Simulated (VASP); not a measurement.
# Nb (Fm-3m) in VASP: a series of runs

Nb is run at these levels: PBEsol; tasks: single point.

Program: VASP 6.6.1. These are calculated values, not measurements. Logs are shortened: lines on timing, memory, paths and dates and some standing lists are left out, and cuts for length are marked.

**1. The cell of the first run**

The structure is cubic, space group Fm-3m (No. 225). The conventional cell has a = 4.202 Å, b = 4.202 Å, c = 4.202 Å, α = 90.00°, β = 90.00°, γ = 90.00°. Within 3.9 Å of Nb (site symmetry m-3m) lie 12 Nb at 2.97 Å.

**2. Single point, PBEsol (volume scaled by 0.98)**

Contents of INCAR:

```
ALGO = Normal ; EDIFF = 1E-6
ENCUT = 520 ; GGA = PS
ISIF = 2 ; ISMEAR = -1
LASPH = T ; LCHARG = F
LREAL = F ; LWAVE = F
NBANDS = 12 ; NELM = 80
PREC = Accurate ; SIGMA = 0.08
```

Contents of KPOINTS:

```
k-points
0
Gamma
  13 13 13
```

Contents of POSCAR:

```
Nb
1.0
    0.0000000000      2.1008049414      2.1008049414
    2.1008049414      0.0000000000      2.1008049414
    2.1008049414      2.1008049414      0.0000000000
Nb
1
Direct
    0.0000000000      0.0000000000      0.0000000000
```

Potentials or basis: VASP PAW PBE potentials, release 64 (Nb_sv).

Command:

```sh
$ cat potpaw_PBE.64/Nb_sv/POTCAR > POTCAR
$ mpirun -np 1 vasp_std > vasp.out
```

OUTCAR:

```text
EDIFF = 1E-6
   ENCUT = 520
   GGA = PS
   ISIF = 2
   ISMEAR = -1
   LASPH = T
   LREAL = F
   NELM = 80
   PREC = Accurate

 ion  position               nearest neighbor table
   1  0.000  0.000  0.000-

  LATTYP: Found a face centered cubic cell.
 ALAT       =     4.2016098828

  Lattice vectors:

 A1 = (   0.0000000000,   2.1008049414,   2.1008049414)
 A2 = (   2.1008049414,   0.0000000000,   2.1008049414)
 A3 = (   2.1008049414,   2.1008049414,   0.0000000000)

Analysis of symmetry for initial positions (statically):
=====================================================================
 Subroutine PRICEL returns:
 Original cell was already a primitive cell.

 Routine SETGRP: Setting up the symmetry group for a
 face centered cubic supercell.

 Subroutine GETGRP returns: Found 48 space group operations
 (whereof 48 operations were pure point group operations)
 out of a pool of 48 trial point group operations.

The static configuration has the point symmetry O_h .

Analysis of symmetry for dynamics (positions and initial velocities):
=====================================================================
 Subroutine PRICEL returns:
 Original cell was already a primitive cell.

 Routine SETGRP: Setting up the symmetry group for a
 face centered cubic supercell.

 Subroutine GETGRP returns: Found 48 space group operations
 (whereof 48 operations were pure point group operations)
 out of a pool of 48 trial point group operations.

The dynamic configuration has the point symmetry O_h .

 Subroutine INISYM returns: Found 48 space group operations
 (whereof 48 operations are pure point group operations),
 and found     1 'primitive' translations

----------------------------------------------------------------------------------------

                                     Primitive cell

  volume of cell :      18.5433

  direct lattice vectors                    reciprocal lattice vectors
     0.000000000  2.100804941  2.100804941    -0.238004010  0.238004010  0.238004010
     2.100804941  0.000000000  2.100804941     0.238004010 -0.238004010  0.238004010
     2.100804941  2.100804941  0.000000000     0.238004010  0.238004010 -0.238004010

  length of vectors
     2.970986840  2.970986840  2.970986840     0.412235037  0.412235037  0.412235037

  position of ions in fractional coordinates (direct lattice)
     0.000000000  0.000000000  0.000000000

  ion indices of the primitive-cell ions
   primitive index   ion index
                 1           1

----------------------------------------------------------------------------------------

 KPOINTS: k-points

Automatic generation of k-mesh.
 Grid dimensions read from file:
 generate k-points for:   13   13   13

 Generating k-lattice:

  Cartesian coordinates                     Fractional coordinates (reciprocal lattice)
    -0.018308001  0.018308001  0.018308001     0.076923077  0.000000000  0.000000000
     0.018308001 -0.018308001  0.018308001     0.000000000  0.076923077  0.000000000
     0.018308001  0.018308001 -0.018308001     0.000000000  0.000000000  0.076923077

  Length of vectors
     0.031710387  0.031710387  0.031710387

  Shift w.r.t. Gamma in fractional coordinates (k-lattice)
     0.000000000  0.000000000  0.000000000

 Subroutine IBZKPT returns following result:
 ===========================================

 Found     84 irreducible k-points:

 Following reciprocal coordinates:
            Coordinates               Weight
  0.000000  0.000000  0.000000      1.000000
  0.076923  0.000000  0.000000      8.000000
  0.153846  0.000000  0.000000      8.000000
  0.230769  0.000000  0.000000      8.000000
  0.307692  0.000000  0.000000      8.000000
  0.384615  0.000000  0.000000      8.000000
[... 16 lines left out ...]
  0.384615  0.153846  0.000000     24.000000
  0.461538  0.153846  0.000000     24.000000
 [... further k-points ...]
   k-points           NKPTS =     84   k-points in BZ     NKDIM =     84   number of bands    NBANDS=     12
   number of dos      NEDOS =    301   number of ions     NIONS =      1
   total plane-waves  NPLWV =  13824
   dimension x,y,z NGX =    24 NGY =   24 NGZ =   24
   dimension x,y,z NGXF=    48 NGYF=   48 NGZF=   48
   ions per type =               1
   NGX,Y,Z   is equivalent  to a cutoff of  13.43, 13.43, 13.43 a.u.
   NGXF,Y,Z  is equivalent  to a cutoff of  26.86, 26.86, 26.86 a.u.
 SYSTEM =  unknown system
   PREC   = accura    normal or accurate (medium, high low for compatibility)
   ISTART =      0    job   : 0-new  1-cont  2-samecut
   ICHARG =      2    charge: 1-file 2-atom 10-const
   ISPIN  =      1    spin polarized calculation?
   LNONCOLLINEAR =      F non collinear calculations
   LSORBIT =      F    spin-orbit coupling
   LASPH  =      T    aspherical Exc in radial PAW
   ENCUT  =  520.0 eV  38.22 Ry    6.18 a.u.   5.52  5.52  5.52*2*pi/ulx,y,z
   NELM   =     80;   NELMIN=  2; NELMDL= -5     # of ELM steps
   EDIFF  = 0.1E-05   stopping-criterion for ELM
   LREAL  =      F    real-space projection
   EDIFFG = 0.1E-04   stopping-criterion for IOM
   NSW    =      0    number of steps for IOM
   IBRION =     -1    ionic relax: 0-MD 1-quasi-New 2-CG
   NFREE  =      0    steps in history (QN), initial steepest desc. (CG)
   ISIF   =      2    stress and relaxation
   ISYM   =      2    0-nonsym 1-usesym 2-fastsym
   POTIM  = 0.5000    time-step for ionic-motion
   TEBEG  =    0.0;   TEEND  =   0.0 temperature during run
   PSTRESS=    0.0 pullay stress
   NELECT =      13.0000    total number of electrons
   NUPDOWN=      -1.0000    fix difference up-down
   EMIN   =  10.00;   EMAX   =-10.00  energy-range for DOS
   EFERMI =   0.00;   METHOD = LEGACY
   ISMEAR =    -1;   SIGMA  =   0.08  broadening in eV -4-tet -1-fermi 0-gaus
   EFERMI_NEDOS =   21; number of points for ismear=-14 and -15
   IALGO  =     38    algorithm
   IMIX   =      4    mixing-type and parameters
     AMIX     =   0.40;   BMIX     =  1.00
     AMIX_MAG =   1.60;   BMIX_MAG =  1.00
  volume/ion in A,a.u.               =      18.54       125.14
  Fermi-wavevector in a.u.,A,eV,Ry     =   1.454321  2.748268 28.776989  2.115049
  Thomas-Fermi vector in A             =   2.571485
   LORBIT       =      0    0 simple, 1 ext, 2 COOP (PROOUT), +10 PAW based schemes
   GGA     = PS    functional components
   LHFCALC =     F    Hartree Fock is set to
   AEXX    =    0.0000 exact exchange contribution
   IVDW    =     0    specifies the selected vdW correction
   LEPSILON=     F    determine dielectric tensor
   LRPA    =     F    only Hartree local field effects (RPA)
 non-spin polarized calculation
  energy-cutoff  :      520.00
  volume of cell :       18.54
 maximum number of plane-waves:       531
 NGX is ok and might be reduce to    24
   NGX = 11   NGY = 11   NGZ = 11

 number of electron      13.0000001 magnetization

 Free energy of the ion-electron system (eV)
  ---------------------------------------------------
  ext. energy  EPLUGINS =         0.00000000
  ---------------------------------------------------
  free energy    TOTEN  =       -10.61548956 eV

  energy without entropy =      -10.58254451  energy(sigma->0) =      -10.59901703

 E-fermi :  10.9812     XC(G=0): -12.4820

 val. band max:       10.9812047853   @ k =   0.4615   0.1538   0.0000
 cond. band min:      10.9817046960   @ k =   0.3846   0.2308   0.0000
 fundamental gap:      0.0004999107
 Fermi energy:        10.9812386721

 k-point     1 :       0.0000    0.0000    0.0000
  band No.  band energies     occupation
      1     -43.6825      2.00000
      2     -19.0663      2.00000
      3     -19.0663      2.00000
      4     -19.0663      2.00000
      5       4.7180      2.00000
      6      11.0944      0.39095
      7      11.0944      0.39095
      8      11.0944      0.39095
      9      13.7303      0.00000
     10      13.7303      0.00000
     11      22.8457      0.00000
     12      27.6354      0.00000

 k-point     2 :       0.0769    0.0000    0.0000
  band No.  band energies     occupation
      1     -43.6710      2.00000
      2     -19.1426      2.00000
      3     -19.0757      2.00000
      4     -19.0757      2.00000
      5       4.9411      2.00000
      6      10.9228      1.34961
      7      11.1962      0.12753
      8      11.1962      0.12753
      9      13.6400      0.00000
     10      13.6400      0.00000
     11      23.2927      0.00000
     12      26.7571      0.00000

 k-point     3 :       0.1538    0.0000    0.0000
  band No.  band energies     occupation
      1     -43.6390      2.00000
      2     -19.3504      2.00000
      3     -19.1016      2.00000
      4     -19.1016      2.00000
      5       5.5535      2.00000
      6      10.5453      1.99144
      7      11.4166      0.00862
      8      11.4166      0.00862
      9      13.5040      0.00000
     10      13.5040      0.00000
     11      24.2665      0.00000
     12      25.4678      0.00000
[... 286 lines left out ...]
 k-point    23 :       0.3846    0.1538    0.0000
  band No.  band energies     occupation
      1     -43.5046      2.00000
      2     -19.9933      2.00000
      3     -19.3077      2.00000
      4     -19.2830      2.00000
      5       7.6374      2.00000
      6       9.7563      2.00000
      7      10.7188      1.92753
      8      11.9794      0.00001
      9      14.8592      0.00000
     10      15.4232      0.00000
     11      23.2734      0.00000
     12      25.7376      0.00000

 k-point    24 :       0.4615    0.1538    0.0000
  band No.  band energies     occupation
      1     -43.4726      2.00000
      2     -20.1562      2.00000
      3     -19.3682      2.00000
      4     -19.2928      2.00000
      5       7.7479      2.00000
      6       9.9568      1.99999
      7      10.9812      1.00021
      8      11.7381      0.00016
      9      15.8267      0.00000
     10      16.2378      0.00000
     11      21.8706      0.00000
     12      24.5914      0.00000

 [... further k-points ...]

------------------------ aborting loop because EDIFF is reached ----------------------------------------

  FORCE on cell =-STRESS in cart. coord.  units (eV):
  Direction    XX          YY          ZZ          XY          YZ          ZX
  --------------------------------------------------------------------------------------
  -------------------------------------------------------------------------------------
  Total       -0.4371655     -0.4371655     -0.4371655      0.0000000      0.0000000      0.0000000
  in kB      -37.7719398    -37.7719398    -37.7719398      0.0000000      0.0000000      0.0000000
  external PRESSURE =     -37.7719398 kB  Pullay stress =       0.0000000 kB

 VOLUME and BASIS-vectors are now :
 -----------------------------------------------------------------------------
  energy-cutoff  :      520.00
  volume of cell :       18.54
      direct lattice vectors                 reciprocal lattice vectors
     0.000000000  2.100804941  2.100804941    -0.238004010  0.238004010  0.238004010
     2.100804941  0.000000000  2.100804941     0.238004010 -0.238004010  0.238004010
     2.100804941  2.100804941  0.000000000     0.238004010  0.238004010 -0.238004010

 POSITION                                       TOTAL-FORCE (eV/Angst)
 -----------------------------------------------------------------------------------
      0.00000      0.00000      0.00000         0.000000      0.000000      0.000000
 -----------------------------------------------------------------------------------
    total drift:                                0.000000      0.000000     -0.000000

  FREE ENERGIE OF THE ION-ELECTRON SYSTEM (eV)
  ---------------------------------------------------
  free  energy   TOTEN  =       -10.6154895611 eV

  energy  without entropy=      -10.5825445069  energy(sigma->0) =      -10.59901703
```

It took 19 s on 1 thread of Intel Xeon 8259CL, shared host; peak memory 0.15 GiB.

What came out:

```yaml
Free_energy: -10.6155 eV
Pressure: -3.8 GPa
```

Levels at points of the mesh, in eV from the Fermi level:
| k point | band 3 | band 4 | band 5 | band 6 | band 7 | band 8 | band 9 | band 10 |
| --- | --- | --- | --- | --- | --- | --- | --- | --- |
| (0.00, 0.00, 0.00) | -30.05 | -30.05 | -6.26 | 0.11 | 0.11 | 0.11 | 2.75 | 2.75 |

Caveat: the PAW data sets were made with another functional, which shifts forces and pressure a little.

(Continued in part 2 of 2.)
